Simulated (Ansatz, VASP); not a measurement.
**AlRu: VASP beside Ansatz**

Contents of INCAR:

```
  PREC = Accurate
  ENCUT = 520
  EDIFF = 1E-7
  ISMEAR = 0
  SIGMA = 0.1
  LREAL = False
  LASPH = True
  NELM = 60
  ALGO = Normal
  ISIF = 2
  LWAVE = False
  LCHARG = False
  GGA = PE
  NBANDS = 16
```

File KPOINTS:

```
regular mesh
0
Gamma
  14 14 14
```

Contents of POSCAR:

```
AlRu
1.0
    2.9140515488      0.0000000000      0.0000000000
    0.0000000000      2.9140515488      0.0000000000
    0.0000000000      0.0000000000      2.9140515488
Al Ru
1 1
Direct
    0.0000000000      0.0000000000      0.0000000000
    0.5000000000      0.5000000000      0.5000000000
```

Input for Ansatz:

```yaml
crystal:
  lattice:
    - [2.9140515488, 0.0, 0.0]
    - [0.0, 2.9140515488, 0.0]
    - [0.0, 0.0, 2.9140515488]
  atoms:
    - { symbol: Al, position: [0.0, 0.0, 0.0] }
    - { symbol: Ru, position: [0.5, 0.5, 0.5] }
basis:
  ecutwfc: 420
kpoints:
  mp_grid: { grid: [14, 14, 14] }
hamiltonian:
  xc: pbe
scf:
  occupations: { method: gaussian, width: 0.1 }
output:
  forces: true
  stress: true
  eigenvalues: true
```

Change from the starting cell: equal strain along all axes, cell held, atoms relaxed: -3.0 %.

Alike in both runs: task single point; functional PBE; k mesh 14 × 14 × 14; occupations gaussian, width 0.1 eV; no spin polarisation.

|  | VASP | Ansatz |
| --- | --- | --- |
| version | VASP 6.6.1 | Ansatz 0.2.0 |
| potentials or method | VASP PAW PBE potentials, release 64 (Al, Ru_pv), cutoff 520 eV | scalar-relativistic, plane waves, PAW |
| valence electrons in the cell | 17 | 19 |

|  | VASP | Ansatz | Ansatz less VASP |
| --- | --- | --- | --- |
| gap on the k mesh at the Fermi level (eV) | none | none | - |
| pressure (GPa) | 22.7 | 22.7 | -0.02 |

A gap of «none» marks a metal or a gap that the smearing closes. VASP's potentials hold 17 valence electrons a cell and Ansatz's 19, so a difference there can come from the potentials and not from the codes.
